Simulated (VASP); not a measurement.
# AlN (P1) in VASP: a series of runs

Runs on AlN. Level: PBEsol. Tasks: single point.

Everything below comes from runs of VASP 6.6.1. Logs are shortened: lines on timing, memory, paths and dates and some standing lists are left out, and cuts for length are marked.

## 1. The cell of the first run

The typed cell holds 8 atoms: a = 3.114 Å, b = 3.114 Å, c = 13.208 Å, α = 85.49°, β = 87.75°, γ = 60.00°.

## 2. Single point, PBEsol

INCAR reads:

```
SYSTEM = AlN
ALGO = Normal
EDIFF = 1E-7
ENCUT = 520
GGA = PS
ISIF = 2
ISMEAR = 0
LASPH = .True.
LCHARG = .False.
LREAL = .False.
LWAVE = .False.
NBANDS = 26
NELM = 100
PREC = Accurate
SIGMA = 0.05
```

KPOINTS reads:

```
k-points
0
Gamma
  8 8 3
  0 0 0
```

POSCAR reads:

```
AlN
1.0
   -3.1135599822      0.0000000000      0.0000000000
   -1.5567799911     -2.6964220408      0.0000000000
   -0.5189266637     -0.8988073469     13.1667009506
Al N
4 4
Direct
    0.3333333333      0.1051078155      0.6846765534
    0.3333333333      0.2312682586      0.3061952243
    0.6666666667      0.6276818134      0.1169545598
    0.6666666667      0.5015213704      0.4954358889
    0.3333333333      0.3092379651      0.0722861048
    0.3333333333      0.1830775221      0.4507674338
    0.6666666667      0.5794910769      0.2615267693
    0.6666666667      0.4533306339      0.6400080984
```

Potentials or basis: VASP PAW PBE potentials, release 64 (Al, N).

Started as:

```bash
> cat potpaw_PBE.64/Al/POTCAR potpaw_PBE.64/N/POTCAR > POTCAR
> mpirun -np 1 vasp_std > vasp.out
```

OUTCAR:

```text
SYSTEM = AlN
   EDIFF = 1E-7
   ENCUT = 520
   GGA = PS
   ISIF = 2
   ISMEAR = 0
   LASPH = .True.
   LREAL = .False.
   NELM = 100
   PREC = Accurate

 ion  position               nearest neighbor table
   1  0.333  0.105  0.685-   8 1.89   8 1.89   8 1.89   4 3.07   4 3.07   4 3.07
   2  0.333  0.231  0.306-   7 1.89   7 1.89   7 1.89   6 1.90   3 3.07   3 3.07   3 3.07   4 3.07
                             4 3.07   4 3.07
   3  0.667  0.628  0.117-   5 1.89   5 1.89   5 1.89   7 1.90   2 3.07   2 3.07   2 3.07
   4  0.667  0.502  0.495-   6 1.89   6 1.89   6 1.89   8 1.90   1 3.07   1 3.07   1 3.07   2 3.07
                             2 3.07   2 3.07
   5  0.333  0.309  0.072-   3 1.89   3 1.89   3 1.89
   6  0.333  0.183  0.451-   4 1.89   4 1.89   4 1.89   2 1.90
   7  0.667  0.579  0.262-   2 1.89   2 1.89   2 1.89   3 1.90
   8  0.667  0.453  0.640-   1 1.89   1 1.89   1 1.89   4 1.90

  LATTYP: Found a base centered monoclinic cell.
 ALAT       =     3.1135599822
 B/A-ratio  =     1.7320508076
 C/A-ratio  =     4.2419422181
 COS(beta)  =    -0.0785803569

  Lattice vectors:

 A1 = (   3.1135599822,   0.0000000000,   0.0000000000)
 A2 = (  -1.5567799911,   2.6964220408,   0.0000000000)
 A3 = (  -0.5189266637,  -0.8988073469,  13.1667009506)

Analysis of symmetry for initial positions (statically):
=====================================================================
 Subroutine PRICEL returns:
 Original cell was already a primitive cell.

 Routine SETGRP: Setting up the symmetry group for a
 base centered monoclinic supercell.

 Subroutine GETGRP returns: Found  1 space group operations
 (whereof  1 operations were pure point group operations)
 out of a pool of  4 trial point group operations.

The static configuration has the point symmetry C_1 .

Analysis of symmetry for dynamics (positions and initial velocities):
=====================================================================
 Subroutine PRICEL returns:
 Original cell was already a primitive cell.

 Routine SETGRP: Setting up the symmetry group for a
 base centered monoclinic supercell.

 Subroutine GETGRP returns: Found  1 space group operations
 (whereof  1 operations were pure point group operations)
 out of a pool of  4 trial point group operations.

The dynamic configuration has the point symmetry C_1 .

 Subroutine INISYM returns: Found  1 space group operations
 (whereof  1 operations are pure point group operations),
 and found     1 'primitive' translations

----------------------------------------------------------------------------------------

[... 113 lines left out ...]
   TEBEG  =    0.0;   TEEND  =   0.0 temperature during run
   PSTRESS=    0.0 pullay stress
   NELECT =      32.0000    total number of electrons
   NUPDOWN=      -1.0000    fix difference up-down
   EMIN   =  10.00;   EMAX   =-10.00  energy-range for DOS
   EFERMI =   0.00;   METHOD = LEGACY
   ISMEAR =     0;   SIGMA  =   0.05  broadening in eV -4-tet -1-fermi 0-gaus
   EFERMI_NEDOS =   21; number of points for ismear=-14 and -15
   IALGO  =     38    algorithm
   IMIX   =      4    mixing-type and parameters
     AMIX     =   0.40;   BMIX     =  1.00
     AMIX_MAG =   1.60;   BMIX_MAG =  1.00
  volume/ion in A,a.u.               =      13.82        93.25
  Fermi-wavevector in a.u.,A,eV,Ry     =   1.082973  2.046521 15.957316  1.172830
  Thomas-Fermi vector in A             =   2.219027
   LORBIT       =      0    0 simple, 1 ext, 2 COOP (PROOUT), +10 PAW based schemes
   GGA     = PS    functional components
   LHFCALC =     F    Hartree Fock is set to
   AEXX    =    0.0000 exact exchange contribution
   IVDW    =     0    specifies the selected vdW correction
   LEPSILON=     F    determine dielectric tensor
   LRPA    =     F    only Hartree local field effects (RPA)
 non-spin polarized calculation
 Gauss-broadening in eV      SIGMA  =   0.05
  energy-cutoff  :      520.00
  volume of cell :      110.54
 maximum number of plane-waves:      2995
   NGX = 11   NGY = 11   NGZ = 49

 number of electron      31.9999997 magnetization

 Free energy of the ion-electron system (eV)
  ---------------------------------------------------
  ext. energy  EPLUGINS =         0.00000000
  ---------------------------------------------------
  free energy    TOTEN  =       -58.66909373 eV

  energy without entropy =      -58.65967526  energy(sigma->0) =      -58.66438450

 E-fermi :   4.5305     XC(G=0):  -9.3861

 val. band max:        4.5291451198   @ k =   0.2500   0.0000  -0.3333
 cond. band min:       4.5327145350   @ k =   0.2500   0.2500  -0.3333
 fundamental gap:      0.0035694152
 Fermi energy:         4.5305113358

 k-point     1 :       0.0000    0.0000    0.0000
  band No.  band energies     occupation
      1     -12.9925      2.00000
      2     -11.6957      2.00000
      3     -10.4892      2.00000
      4      -8.5635      2.00000
      5      -3.3391      2.00000
      6      -1.2276      2.00000
[... 685 lines left out ...]
     25      12.7424      0.00000
     26      13.3227      0.00000

 [... further k-points ...]

------------------------ aborting loop because EDIFF is reached ----------------------------------------

  FORCE on cell =-STRESS in cart. coord.  units (eV):
  Direction    XX          YY          ZZ          XY          YZ          ZX
  --------------------------------------------------------------------------------------
  -------------------------------------------------------------------------------------
  Total       -1.1573619     -1.1659172     -0.2039871     -0.0034623      0.0081567      0.0087837
  in kB      -16.7748130    -16.8988132     -2.9565907     -0.0501823      0.1182229      0.1273116
  external PRESSURE =     -12.2100723 kB  Pullay stress =       0.0000000 kB

 VOLUME and BASIS-vectors are now :
 -----------------------------------------------------------------------------
  energy-cutoff  :      520.00
  volume of cell :      110.54
      direct lattice vectors                 reciprocal lattice vectors
    -3.113559982  0.000000000  0.000000000    -0.321175762  0.185430913 -0.000000000
    -1.556779991 -2.696422041  0.000000000     0.000000000 -0.370861825 -0.025316390
    -0.518926664 -0.898807347 13.166700951     0.000000000  0.000000000  0.075949169

 POSITION                                       TOTAL-FORCE (eV/Angst)
 -----------------------------------------------------------------------------------
     -1.55678     -0.89881      9.01493        -0.000670     -0.001731     -0.318089
     -1.55678     -0.89881      4.03158         0.000105      0.000052     -1.312771
     -3.11356     -1.79761      1.53991        -0.000184     -0.000209     -2.050276
     -3.11356     -1.79761      6.52326        -0.000188     -0.000010     -1.387829
     -1.55678     -0.89881      0.95177         0.001549      0.001392      1.534518
     -1.55678     -0.89881      5.93512        -0.000072      0.000185      1.204826
     -3.11356     -1.79761      3.44344         0.000066      0.000240      1.344222
     -3.11356     -1.79761      8.42680        -0.000606      0.000081      0.985399
 -----------------------------------------------------------------------------------
    total drift:                                0.000268      0.000490      0.000158

  FREE ENERGIE OF THE ION-ELECTRON SYSTEM (eV)
  ---------------------------------------------------
  free  energy   TOTEN  =       -58.6690937341 eV

  energy  without entropy=      -58.6596752648  energy(sigma->0) =      -58.66438450
```

stdout:

```text
POSCAR found type information on POSCAR AlN
 POSCAR found :  2 types and       8 ions
 scaLAPACK will be used
 -----------------------------------------------------------------------------
|                                                                             |
|                                                                             |
|     You enforced a specific xc type in the INCAR file but a different       |
|     I HOPE YOU KNOW WHAT YOU ARE DOING!                                     |
|                                                                             |
 -----------------------------------------------------------------------------

 LDA part: xc-table for (Slater+PW92), standard interpolation
 POSCAR, INCAR and KPOINTS ok, starting setup
 FFT: planning ... GRIDC
 FFT: planning ... GRID_SOFT
 FFT: planning ... GRID
 WAVECAR not read
 entering main loop
```

Run time: 4.4 min. Hardware: 1 thread of Intel Xeon Platinum 8488C (Sapphire Rapids), shared host; peak memory 0.36 GiB.

What came out:

| Item | Value |
| --- | --- |
| Free energy | -58.6691 eV |
| Pressure | -1.2 GPa |
| Largest force | 2.050 eV/Å |
| Band gap on the k mesh | zero (bands 16 and 17 overlap by 0.20 eV) |

Forces in eV/Å, atoms in the order of the input:
```
Al  -0.001 -0.002 -0.318
Al   0.000  0.000 -1.313
Al   0.000  0.000 -2.050
Al   0.000  0.000 -1.388
N    0.002  0.001  1.535
N    0.000  0.000  1.205
N    0.000  0.000  1.344
N   -0.001  0.000  0.985
```

Caveat: semilocal functionals underestimate gaps, so a narrow gap can read as zero; the PAW data sets were made with another functional, which shifts forces and pressure a little.

## 3. Single point, PBEsol

INCAR reads:

```
ALGO = Normal
EDIFF = 1E-7
ENCUT = 520
GGA = PS
ISIF = 2
ISMEAR = 0
LASPH = True
LCHARG = False
LREAL = False
LWAVE = False
NBANDS = 26
NELM = 60
PREC = Accurate
SIGMA = 0.05
```

KPOINTS reads:

```
k-points
0
Gamma
  8 8 3
```

POSCAR reads:

```
AlN
1.0
   -3.1135599822      0.0000000000      0.0000000000
   -1.5567799911     -2.6964220408      0.0000000000
   -0.2594633319     -0.4494036735     13.1667009506
Al N
4 4
Direct
    0.3333333333      0.2192205744      0.6846765534
    0.3333333333      0.2823007959      0.3061952243
    0.6666666667      0.6471742400      0.1169545598
    0.6666666667      0.5840940185      0.4954358889
    0.3333333333      0.3212856492      0.0722861048
    0.3333333333      0.2582054277      0.4507674338
    0.6666666667      0.6230788718      0.2615267693
    0.6666666667      0.5599986503      0.6400080984
```

Potentials or basis: VASP PAW PBE potentials, release 64 (Al, N).

Started as:

```bash
> cat potpaw_PBE.64/Al/POTCAR potpaw_PBE.64/N/POTCAR > POTCAR
> mpirun -np 1 vasp_std > vasp.out
```

OUTCAR:

```text
EDIFF = 1E-7
   ENCUT = 520
   GGA = PS
   ISIF = 2
   ISMEAR = 0
   LASPH = True
   LREAL = False
   NELM = 60
   PREC = Accurate

 ion  position               nearest neighbor table
   1  0.333  0.219  0.685-   8 1.89   8 1.89   8 1.89   4 3.07   4 3.07   4 3.07
   2  0.333  0.282  0.306-   7 1.89   7 1.89   7 1.89   6 1.90   3 3.07   3 3.07   3 3.07   4 3.07
                             4 3.07   4 3.07
   3  0.667  0.647  0.117-   5 1.89   5 1.89   5 1.89   7 1.90   2 3.07   2 3.07   2 3.07
   4  0.667  0.584  0.495-   6 1.89   6 1.89   6 1.89   8 1.90   1 3.07   1 3.07   1 3.07   2 3.07
                             2 3.07   2 3.07
   5  0.333  0.321  0.072-   3 1.89   3 1.89   3 1.89
   6  0.333  0.258  0.451-   4 1.89   4 1.89   4 1.89   2 1.90
   7  0.667  0.623  0.262-   2 1.89   2 1.89   2 1.89   3 1.90
   8  0.667  0.560  0.640-   1 1.89   1 1.89   1 1.89   4 1.90

  LATTYP: Found a base centered monoclinic cell.
 ALAT       =     3.1135599822
 B/A-ratio  =     1.7320508076
 C/A-ratio  =     4.2321082746
 COS(beta)  =    -0.0393814751

  Lattice vectors:

 A1 = (   3.1135599822,   0.0000000000,   0.0000000000)
 A2 = (  -1.5567799911,   2.6964220408,   0.0000000000)
 A3 = (  -0.2594633319,  -0.4494036735,  13.1667009506)

Analysis of symmetry for initial positions (statically):
=====================================================================
 Subroutine PRICEL returns:
 Original cell was already a primitive cell.

 Routine SETGRP: Setting up the symmetry group for a
 base centered monoclinic supercell.

 Subroutine GETGRP returns: Found  1 space group operations
 (whereof  1 operations were pure point group operations)
 out of a pool of  4 trial point group operations.

The static configuration has the point symmetry C_1 .

Analysis of symmetry for dynamics (positions and initial velocities):
=====================================================================
 Subroutine PRICEL returns:
[... 146 lines left out ...]
   GGA     = PS    functional components
   LHFCALC =     F    Hartree Fock is set to
   AEXX    =    0.0000 exact exchange contribution
   IVDW    =     0    specifies the selected vdW correction
   LEPSILON=     F    determine dielectric tensor
   LRPA    =     F    only Hartree local field effects (RPA)
 non-spin polarized calculation
 Gauss-broadening in eV      SIGMA  =   0.05
  energy-cutoff  :      520.00
  volume of cell :      110.54
 maximum number of plane-waves:      3000
   NGX = 11   NGY = 11   NGZ = 49

 number of electron      31.9999999 magnetization

 Free energy of the ion-electron system (eV)
  ---------------------------------------------------
  ext. energy  EPLUGINS =         0.00000000
  ---------------------------------------------------
  free energy    TOTEN  =       -58.67027961 eV

  energy without entropy =      -58.66087774  energy(sigma->0) =      -58.66557868

 E-fermi :   4.5307     XC(G=0):  -9.3864

 val. band max:        4.5296267380   @ k =   0.2500   0.0000  -0.3333
 cond. band min:       4.5322781093   @ k =  -0.2500  -0.2500  -0.3333
 fundamental gap:      0.0026513713
 Fermi energy:         4.5306522870

 k-point     1 :       0.0000    0.0000    0.0000
  band No.  band energies     occupation
      1     -12.9939      2.00000
      2     -11.6969      2.00000
      3     -10.4901      2.00000
      4      -8.5632      2.00000
      5      -3.3403      2.00000
      6      -1.2285      2.00000
[... 685 lines left out ...]
     25      12.7410      0.00000
     26      13.3826      0.00000

 [... further k-points ...]

------------------------ aborting loop because EDIFF is reached ----------------------------------------

  FORCE on cell =-STRESS in cart. coord.  units (eV):
  Direction    XX          YY          ZZ          XY          YZ          ZX
  --------------------------------------------------------------------------------------
  -------------------------------------------------------------------------------------
  Total       -1.1545970     -1.1597404     -0.2279842     -0.0005939      0.0092329      0.0066893
  in kB      -16.7347390    -16.8092866     -3.3044050     -0.0086081      0.1338211      0.0969548
  external PRESSURE =     -12.2828102 kB  Pullay stress =       0.0000000 kB

 VOLUME and BASIS-vectors are now :
 -----------------------------------------------------------------------------
  energy-cutoff  :      520.00
  volume of cell :      110.54
      direct lattice vectors                 reciprocal lattice vectors
    -3.113559982  0.000000000  0.000000000    -0.321175762  0.185430913 -0.000000000
    -1.556779991 -2.696422041  0.000000000     0.000000000 -0.370861825 -0.012658195
    -0.259463332 -0.449403673 13.166700951     0.000000000  0.000000000  0.075949169

 POSITION                                       TOTAL-FORCE (eV/Angst)
 -----------------------------------------------------------------------------------
     -1.55678     -0.89881      9.01493        -0.000893     -0.001690     -0.315172
     -1.55678     -0.89881      4.03158        -0.000001      0.000125     -1.313320
     -3.11356     -1.79761      1.53991         0.000022     -0.000063     -2.051297
     -3.11356     -1.79761      6.52326         0.000036      0.000085     -1.387596
     -1.55678     -0.89881      0.95177         0.001088      0.001465      1.531442
     -1.55678     -0.89881      5.93512        -0.000097     -0.000061      1.205003
     -3.11356     -1.79761      3.44344         0.000130      0.000254      1.344781
     -3.11356     -1.79761      8.42680        -0.000285     -0.000115      0.986158
 -----------------------------------------------------------------------------------
    total drift:                                0.000212      0.000444      0.000495

  FREE ENERGIE OF THE ION-ELECTRON SYSTEM (eV)
  ---------------------------------------------------
  free  energy   TOTEN  =       -58.6702796141 eV

  energy  without entropy=      -58.6608777359  energy(sigma->0) =      -58.66557868
```

OSZICAR:

```text
N       E                     dE             d eps       ncg     rms          rms(c)
DAV:   1     0.128636397520E+03    0.12864E+03   -0.14193E+04  5096   0.107E+03
DAV:   2    -0.559611728808E+02   -0.18460E+03   -0.17079E+03  6822   0.224E+02
[... 13 lines left out ...]
DAV:  16    -0.586703059101E+02   -0.67142E-04   -0.86580E-05  5864   0.459E-02    0.467E-02
DAV:  17    -0.586702760465E+02    0.29864E-04   -0.10645E-05  6502   0.312E-02    0.149E-02
DAV:  18    -0.586702792544E+02   -0.32079E-05   -0.97761E-06  5578   0.156E-02    0.754E-03
DAV:  19    -0.586702800353E+02   -0.78091E-06   -0.19033E-06  6304   0.766E-03    0.583E-03
DAV:  20    -0.586702796065E+02    0.42884E-06   -0.41219E-07  5336   0.405E-03    0.110E-03
DAV:  21    -0.586702796141E+02   -0.76550E-08   -0.75136E-08  4582   0.182E-03
   1 F= -.58670280E+02 E0= -.58665579E+02  d E =-.940188E-02
```

Run time: 4.9 min. Hardware: 1 thread of Intel Xeon Platinum 8488C (Sapphire Rapids), shared host; peak memory 0.35 GiB.

What came out:

- Free energy: -58.6703 eV
- Pressure: -1.2 GPa
- Largest force: 2.051 eV/Å
- Band gap on the k mesh: zero (bands 16 and 17 overlap by 0.20 eV)

Forces on the atoms (eV/Å):
```
Al  -0.001 -0.002 -0.315
Al   0.000  0.000 -1.313
Al   0.000  0.000 -2.051
Al   0.000  0.000 -1.388
N    0.001  0.001  1.531
N    0.000  0.000  1.205
N    0.000  0.000  1.345
N    0.000  0.000  0.986
```

Caveat: semilocal functionals underestimate gaps, so a narrow gap can read as zero; the PAW data sets were made with another functional, which shifts forces and pressure a little.

(Continued in part 2 of 2.)
